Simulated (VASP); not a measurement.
# CdSn2Te3 (R32) in VASP: relaxation of cell and atoms with PBE

Aim: the relaxation of cell and atoms of CdSn2Te3 with PBE.

Program: VASP 6.6.1. These are calculated values, not measurements. Logs are shortened: lines on timing, memory, paths and dates and some standing lists are left out, and cuts for length are marked.

### Step 1. The cell of the first run

Symmetry: R32, No. 155, trigonal system. The conventional cell has a = 7.389 Å, b = 7.389 Å, c = 12.136 Å, α = 90.00°, β = 90.00°, γ = 120.00°. Cd (site symmetry 32) has 6 Te at 3.18 Å and 8 Sn at 4.07 to 4.27 Å within 4.3 Å. Sn (site symmetry 3) has 6 Te at 3.19 to 3.20 Å and 4 Sn at 3.99 to 4.27 Å and 4 Cd at 4.07 to 4.27 Å within 4.3 Å. Within 4.4 Å of Te (site symmetry 2) lie 2 Cd at 3.18 Å and 4 Sn at 3.19 to 3.20 Å and 8 Te at 4.05 to 4.30 Å.

### Step 2. Relaxation of cell and atoms, PBE

Input file INCAR:

```
SYSTEM = CdSn2Te3
  PREC = Accurate
  ENCUT = 600
  EDIFF = 1E-7
  ISMEAR = 0
  SIGMA = 0.1
  LREAL = .FALSE.
  LASPH = .TRUE.
  NELM = 100
  ALGO = Normal
  ISIF = 3
  LWAVE = .FALSE.
  LCHARG = .FALSE.
  GGA = PE
  IBRION = 2
  NSW = 100
  EDIFFG = -0.01
```

Input file KPOINTS:

```
Automatic mesh
0
G
  6 6 6
  0 0 0
```

Input file POSCAR:

```
CdSn2Te3
1.0
    3.6946709703      2.1331192793      4.0452479427
   -3.6946709703      2.1331192793      4.0452479427
    0.0000000000     -4.2662385585      4.0452479427
Cd Sn Te
1 2 3
Direct
    0.5000000000      0.5000000000      0.5000000000
    0.8356467273      0.8356467273      0.8356467273
    0.1643532727      0.1643532727      0.1643532727
    0.0000000000      0.3362093346      0.6637906654
    0.3362093346      0.6637906654      0.0000000000
    0.6637906654      0.0000000000      0.3362093346
```

Potentials or basis: VASP PAW PBE potentials, release 64 (Cd, Sn_d, Te).

Run with:

```console
> cat potpaw_PBE.64/Cd/POTCAR potpaw_PBE.64/Sn_d/POTCAR potpaw_PBE.64/Te/POTCAR > POTCAR
> mpirun -np 1 vasp_std > vasp.out
```

OUTCAR:

```text
SYSTEM = CdSn2Te3
   PREC = Accurate
   ENCUT = 600
   EDIFF = 1E-7
   ISMEAR = 0
   LREAL = .FALSE.
   LASPH = .TRUE.
   NELM = 100
   ISIF = 3
   GGA = PE
   IBRION = 2
   NSW = 100
   EDIFFG = -0.01

 ion  position               nearest neighbor table
   1  0.500  0.500  0.500-   5 3.18   5 3.18   4 3.18   6 3.18   6 3.18   4 3.18
   2  0.836  0.836  0.836-   6 3.19   5 3.19   4 3.19   6 3.20   4 3.20   5 3.20
   3  0.164  0.164  0.164-   4 3.19   5 3.19   6 3.19   4 3.20   6 3.20   5 3.20
   4  0.000  0.336  0.664-   1 3.18   1 3.18   3 3.19   2 3.19   3 3.20   2 3.20
   5  0.336  0.664  0.000-   1 3.18   1 3.18   3 3.19   2 3.19   2 3.20   3 3.20
   6  0.664  0.000  0.336-   1 3.18   1 3.18   2 3.19   3 3.19   2 3.20   3 3.20

  LATTYP: Found a trigonal (rhomboedric) cell.
 ALAT       =     5.8791855181
 COS(alpha) =     0.2101453068

  Lattice vectors:

 A1 = (   3.6946709703,   2.1331192793,   4.0452479427)
 A2 = (  -3.6946709703,   2.1331192793,   4.0452479427)
 A3 = (   0.0000000000,  -4.2662385585,   4.0452479427)

Analysis of symmetry for initial positions (statically):
=====================================================================
 Subroutine PRICEL returns:
 Original cell was already a primitive cell.

 Routine SETGRP: Setting up the symmetry group for a
 trigonal (rhombohedral) supercell.

 Subroutine GETGRP returns: Found  6 space group operations
 (whereof  6 operations were pure point group operations)
 out of a pool of 12 trial point group operations.

The static configuration has the point symmetry D_3 .

Analysis of symmetry for dynamics (positions and initial velocities):
=====================================================================
 Subroutine PRICEL returns:
 Original cell was already a primitive cell.

 Routine SETGRP: Setting up the symmetry group for a
 trigonal (rhombohedral) supercell.

 Subroutine GETGRP returns: Found  6 space group operations
 (whereof  6 operations were pure point group operations)
 out of a pool of 12 trial point group operations.

The dynamic configuration has the point symmetry D_3 .

 Subroutine INISYM returns: Found  6 space group operations
 (whereof  6 operations are pure point group operations),
 and found     1 'primitive' translations

----------------------------------------------------------------------------------------

                                     Primitive cell

  volume of cell :     191.2878

  direct lattice vectors                    reciprocal lattice vectors
     3.694670970  2.133119279  4.045247943     0.135330048  0.078132840  0.082401212
    -3.694670970  2.133119279  4.045247943    -0.135330048  0.078132840  0.082401212
     0.000000000 -4.266238559  4.045247943     0.000000000 -0.156265679  0.082401212

  length of vectors
     5.879185518  5.879185518  5.879185518     0.176660472  0.176660472  0.176660472

  position of ions in fractional coordinates (direct lattice)
     0.500000000  0.500000000  0.500000000
     0.835646727  0.835646727  0.835646727
     0.164353273  0.164353273  0.164353273
     1.000000000  0.336209335  0.663790665
     0.336209335  0.663790665  0.000000000
     0.663790665  1.000000000  0.336209335

  ion indices of the primitive-cell ions
   primitive index   ion index
                 1           1
                 2           2
                 3           3
                 4           4
                 5           5
                 6           6

----------------------------------------------------------------------------------------

 KPOINTS: Automatic mesh

Automatic generation of k-mesh.
 Grid dimensions read from file:
 generate k-points for:    6    6    6

 Generating k-lattice:

  Cartesian coordinates                     Fractional coordinates (reciprocal lattice)
     0.022555008  0.013022140  0.013733535     0.166666667 -0.000000000  0.000000000
    -0.022555008  0.013022140  0.013733535    -0.000000000  0.166666667  0.000000000
     0.000000000 -0.026044280  0.013733535     0.000000000  0.000000000  0.166666667

  Length of vectors
     0.029443412  0.029443412  0.029443412

  Shift w.r.t. Gamma in fractional coordinates (k-lattice)
     0.000000000  0.000000000  0.000000000

 Subroutine IBZKPT returns following result:
 ===========================================

 Found     32 irreducible k-points:

 Following reciprocal coordinates:
            Coordinates               Weight
  0.000000  0.000000  0.000000      1.000000
  0.166667 -0.000000  0.000000      6.000000
  0.333333  0.000000 -0.000000      6.000000
  0.500000  0.000000  0.000000      3.000000
  0.166667  0.166667  0.000000      6.000000
  0.333333  0.166667  0.000000     12.000000
[... 16 lines left out ...]
  0.500000  0.500000  0.166667      6.000000
 -0.333333  0.500000  0.166667     12.000000
 [... further k-points ...]
   k-points           NKPTS =     32   k-points in BZ     NKDIM =     32   number of bands    NBANDS=     34
   number of dos      NEDOS =    301   number of ions     NIONS =      6
   total plane-waves  NPLWV = 110592
   dimension x,y,z NGX =    48 NGY =   48 NGZ =   48
   dimension x,y,z NGXF=    96 NGYF=   96 NGZF=   96
   ions per type =               1   2   3
   NGX,Y,Z   is equivalent  to a cutoff of  13.57, 13.57, 13.57 a.u.
   NGXF,Y,Z  is equivalent  to a cutoff of  27.15, 27.15, 27.15 a.u.
 SYSTEM =  CdSn2Te3
   PREC   = accura    normal or accurate (medium, high low for compatibility)
   ISTART =      0    job   : 0-new  1-cont  2-samecut
   ICHARG =      2    charge: 1-file 2-atom 10-const
   ISPIN  =      1    spin polarized calculation?
   LNONCOLLINEAR =      F non collinear calculations
   LSORBIT =      F    spin-orbit coupling
   LASPH  =      T    aspherical Exc in radial PAW
   ENCUT  =  600.0 eV  44.10 Ry    6.64 a.u.  11.74 11.74 11.74*2*pi/ulx,y,z
   NELM   =    100;   NELMIN=  2; NELMDL= -5     # of ELM steps
   EDIFF  = 0.1E-06   stopping-criterion for ELM
   LREAL  =      F    real-space projection
   EDIFFG = -.1E-01   stopping-criterion for IOM
   NSW    =    100    number of steps for IOM
   IBRION =      2    ionic relax: 0-MD 1-quasi-New 2-CG
   NFREE  =      1    steps in history (QN), initial steepest desc. (CG)
   ISIF   =      3    stress and relaxation
   ISYM   =      2    0-nonsym 1-usesym 2-fastsym
   POTIM  = 0.5000    time-step for ionic-motion
   TEBEG  =    0.0;   TEEND  =   0.0 temperature during run
   PSTRESS=    0.0 pullay stress
   NELECT =      58.0000    total number of electrons
   NUPDOWN=      -1.0000    fix difference up-down
   EMIN   =  10.00;   EMAX   =-10.00  energy-range for DOS
   EFERMI =   0.00;   METHOD = LEGACY
   ISMEAR =     0;   SIGMA  =   0.10  broadening in eV -4-tet -1-fermi 0-gaus
   EFERMI_NEDOS =   21; number of points for ismear=-14 and -15
   IALGO  =     38    algorithm
   IMIX   =      4    mixing-type and parameters
     AMIX     =   0.40;   BMIX     =  1.00
     AMIX_MAG =   1.60;   BMIX_MAG =  1.00
  volume/ion in A,a.u.               =      31.88       215.15
  Fermi-wavevector in a.u.,A,eV,Ry     =   1.099820  2.078359 16.457671  1.209605
  Thomas-Fermi vector in A             =   2.236221
   LORBIT       =      0    0 simple, 1 ext, 2 COOP (PROOUT), +10 PAW based schemes
   GGA     = PE    functional components
   LHFCALC =     F    Hartree Fock is set to
   AEXX    =    0.0000 exact exchange contribution
   IVDW    =     0    specifies the selected vdW correction
   LEPSILON=     F    determine dielectric tensor
   LRPA    =     F    only Hartree local field effects (RPA)
 conjugate gradient relaxation of ions
 non-spin polarized calculation
 Gauss-broadening in eV      SIGMA  =   0.10
  energy-cutoff  :      600.00
  volume of cell :      191.29
 maximum number of plane-waves:      6436
   NGX = 23   NGY = 23   NGZ = 23

--------------------------------------- Ionic step        1  -------------------------------------------

 number of electron      58.0000014 magnetization

 Free energy of the ion-electron system (eV)
  ---------------------------------------------------
  ext. energy  EPLUGINS =         0.00000000
  ---------------------------------------------------
  free energy    TOTEN  =       -18.87447439 eV

  energy without entropy =      -18.86580260  energy(sigma->0) =      -18.87013850

------------------------ aborting loop because EDIFF is reached ----------------------------------------

  FORCE on cell =-STRESS in cart. coord.  units (eV):
  Direction    XX          YY          ZZ          XY          YZ          ZX
  --------------------------------------------------------------------------------------
  -------------------------------------------------------------------------------------
  Total       -0.2222681     -0.2222681     -0.0411317      0.0000000     -0.0000000      0.0000000
  in kB       -1.8616604     -1.8616604     -0.3445081      0.0000000     -0.0000000      0.0000000
  external PRESSURE =      -1.3559430 kB  Pullay stress =       0.0000000 kB

 VOLUME and BASIS-vectors are now :
 -----------------------------------------------------------------------------
  energy-cutoff  :      600.00
  volume of cell :      191.29
      direct lattice vectors                 reciprocal lattice vectors
     3.694670970  2.133119279  4.045247943     0.135330048  0.078132840  0.082401212
    -3.694670970  2.133119279  4.045247943    -0.135330048  0.078132840  0.082401212
     0.000000000 -4.266238559  4.045247943     0.000000000 -0.156265679  0.082401212
[... 81 lines left out ...]
 POSITION                                       TOTAL-FORCE (eV/Angst)
 -----------------------------------------------------------------------------------
      0.00000      0.00000      6.06544        -0.000000      0.000000     -0.000000
      0.00000      0.00000     10.13667        -0.000000     -0.000000     -0.006087
      0.00000      0.00000      1.99421        -0.000000      0.000000      0.006087
     -1.23949     -2.11015      4.04363        -0.000343      0.000594     -0.000000
     -1.20770      2.12850      4.04363         0.000686      0.000000     -0.000000
      2.44719     -0.01835      4.04363        -0.000343     -0.000594      0.000000
 -----------------------------------------------------------------------------------
    total drift:                                0.000000      0.000000     -0.000000

  FREE ENERGIE OF THE ION-ELECTRON SYSTEM (eV)
  ---------------------------------------------------
  free  energy   TOTEN  =       -18.8749856484 eV

  energy  without entropy=      -18.8663818996  energy(sigma->0) =      -18.87068377

--------------------------------------- Ionic step        4  -------------------------------------------

 number of electron      58.0000014 magnetization

 Free energy of the ion-electron system (eV)
  ---------------------------------------------------
  ext. energy  EPLUGINS =         0.00000000
  ---------------------------------------------------
  free energy    TOTEN  =       -18.87505935 eV

  energy without entropy =      -18.86644487  energy(sigma->0) =      -18.87075211

 E-fermi :   5.4715     XC(G=0):  -9.3540

 val. band max:        5.4153111975   @ k =   0.3333   0.3333  -0.0000
 cond. band min:       5.4799290063   @ k =  -0.1667   0.1667   0.1667
 fundamental gap:      0.0646178088
 Fermi energy:         5.4715464802

 k-point     1 :       0.0000    0.0000    0.0000
  band No.  band energies     occupation
      1     -16.1920      2.00000
      2     -16.1920      2.00000
      3     -16.1861      2.00000
      4     -16.1861      2.00000
      5     -16.1798      2.00000
      6     -16.1798      2.00000
[... 877 lines left out ...]
     33       7.8094      0.00000
     34       8.3963      0.00000

 [... further k-points ...]
[... 5 lines left out ...]
  --------------------------------------------------------------------------------------
  -------------------------------------------------------------------------------------
  Total       -0.0030658     -0.0030658      0.0161647     -0.0000000      0.0000000     -0.0000000
  in kB       -0.0257938     -0.0257938      0.1360025     -0.0000000      0.0000000     -0.0000000
  external PRESSURE =       0.0281383 kB  Pullay stress =       0.0000000 kB

 VOLUME and BASIS-vectors are now :
 -----------------------------------------------------------------------------
  energy-cutoff  :      600.00
  volume of cell :      190.43
      direct lattice vectors                 reciprocal lattice vectors
     3.685342336  2.127733390  4.047493015     0.135672606  0.078330616  0.082355506
    -3.685342336  2.127733390  4.047493015    -0.135672606  0.078330616  0.082355506
     0.000000000 -4.255466780  4.047493015     0.000000000 -0.156661232  0.082355506

 POSITION                                       TOTAL-FORCE (eV/Angst)
 -----------------------------------------------------------------------------------
      0.00000      0.00000      6.07124        -0.000000      0.000000     -0.000000
      0.00000      0.00000     10.14601        -0.000000     -0.000000     -0.004394
      0.00000      0.00000      1.99647        -0.000000      0.000000      0.004394
      2.44629      0.01837      8.09499         0.000078     -0.000134     -0.000000
     -1.20723     -2.12773      8.09499        -0.000155      0.000000      0.000000
     -1.23905      2.10936      8.09499         0.000078      0.000134      0.000000
 -----------------------------------------------------------------------------------
    total drift:                                0.000000      0.000000     -0.000000

  FREE ENERGIE OF THE ION-ELECTRON SYSTEM (eV)
  ---------------------------------------------------
  free  energy   TOTEN  =       -18.8750593504 eV

  energy  without entropy=      -18.8664448685  energy(sigma->0) =      -18.87075211

 reached required accuracy - stopping structural energy minimisation
```

Run time: 12 min. Hardware: 1 thread of Intel Xeon 8259CL, shared host; peak memory 0.52 GiB.

Results:

```yaml
Free_energy: -18.8751 eV
Relaxed_volume: 31.74 Å³/atom
Relaxed_cell: a = 5.873 Å, b = 5.873 Å, c = 5.873 Å, α = 77.73°, β = 77.73°, γ = 77.73°
Space_group_after_relaxing_to_0.1_Å: R32 (No. 155)
Energy_gained_by_relaxing: 0.1 meV/atom
Ionic_steps: 4
Pressure_after_relaxing: 0.0 GPa
Largest_force_after_relaxing: 0.004 eV/Å
Band_gap_on_the_k_mesh: zero (bands 29 and 30 overlap by 1.41 eV)
```

Forces on the atoms (eV/Å):
```
Cd   0.000  0.000  0.000
Sn   0.000  0.000 -0.004
Sn   0.000  0.000  0.004
Te   0.000  0.000  0.000
Te   0.000  0.000  0.000
Te   0.000  0.000  0.000
```

The path:
| step | energy change (eV) | largest force (eV/Å) | pressure (GPa) | volume (Å³) |
| --- | --- | --- | --- | --- |
| 1 | 0.0000 | 0.0079 | -0.14 | 191.29 |
| 2 | -0.0005 | 0.0063 | 0.00 | 190.54 |
| 3 | -0.0005 | 0.0061 | 0.02 | 190.38 |
| 4 | -0.0006 | 0.0044 | 0.00 | 190.43 |

Final structure:
```cif
data_structure
_symmetry_space_group_name_H-M 'P 1'
_symmetry_Int_Tables_number 1
_cell_length_a 5.8729
_cell_length_b 5.8729
_cell_length_c 5.8729
_cell_angle_alpha 77.734
_cell_angle_beta 77.734
_cell_angle_gamma 77.734
_cell_volume 190.43
loop_
_atom_site_label
_atom_site_type_symbol
_atom_site_fract_x
_atom_site_fract_y
_atom_site_fract_z
_atom_site_occupancy
Cd1 Cd 0.50000 0.50000 0.50000 1
Sn1 Sn 0.83558 0.83558 0.83558 1
Sn2 Sn 0.16442 0.16442 0.16442 1
Te1 Te 0.00000 0.33621 0.66379 1
Te2 Te 0.33621 0.66379 0.00000 1
Te3 Te 0.66379 0.00000 0.33621 1
```

Caveat: spin-orbit coupling is left out, which moves the levels of the heavy elements.

The gap in the log of VASP goes by the Fermi energy; the results here count the filled bands.